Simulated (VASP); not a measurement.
Input of a VASP 6.6.1 run:

Contents of POSCAR:

```
WS2
1.0
    3.1800000000      0.0000000000      0.0000000000
   -1.5900000000      2.7539607840      0.0000000000
    0.0000000000      0.0000000000     12.5000000000
W S
2 4
Direct
    0.3333333333      0.6666666667      0.2500000000
    0.6666666667      0.3333333333      0.7500000000
    0.3333333333      0.6666666667      0.6250000000
    0.6666666667      0.3333333333      0.1250000000
    0.3333333333      0.6666666667      0.8750000000
    0.6666666667      0.3333333333      0.3750000000
```

INCAR.step1

```
PREC = Accurate
ENCUT = 520
ISMEAR = 0
SIGMA = 0.1
LREAL = False
LASPH = True
NELM = 80
NBANDS = 35
GGA = PE
ALGO = Normal
EDIFF = 1E-4
LWAVE = True
LCHARG = False
```

INCAR.step2

```
PREC = Accurate
ENCUT = 520
EDIFF = 1E-6
ISMEAR = 0
SIGMA = 0.1
LREAL = False
LASPH = True
NELM = 80
ALGO = Normal
ISIF = 2
LWAVE = False
LCHARG = True
METAGGA = R2SCAN
LMIXTAU = True
LELF = True
LVHAR = True
NBANDS = 35
ISTART = 1
```

File KPOINTS:

```
regular mesh
0
Gamma
  6 6 2
```

Potentials or basis: VASP PAW PBE potentials, release 64 (W_sv, S).

The run is started by

```sh
$ cat potpaw_PBE.64/W_sv/POTCAR potpaw_PBE.64/S/POTCAR > POTCAR
$ cp INCAR.step1 INCAR
$ mpirun -np 1 vasp_std > vasp.out
$ cp INCAR.step2 INCAR
$ mpirun -np 1 vasp_std > vasp.out
```

Q: Estimate the band gap on the k mesh.

A: 1.17 eV, indirect (least direct gap 1.86 eV).

Q: What does it give for the pressure?

A: 0.4 GPa.

Q: What does it give for the largest force?

A: 0.089 eV/Å.

Forces in eV/Å, atoms in the order of the input:
```
W    0.000  0.000  0.000
W    0.000  0.000  0.000
S    0.000  0.000  0.089
S    0.000  0.000  0.089
S    0.000  0.000 -0.089
S    0.000  0.000 -0.089
```

Caveat: the PAW data sets were made with another functional, which shifts forces and pressure a little; spin-orbit coupling is left out, which moves the levels of the heavy elements. A k mesh can miss the band edges.
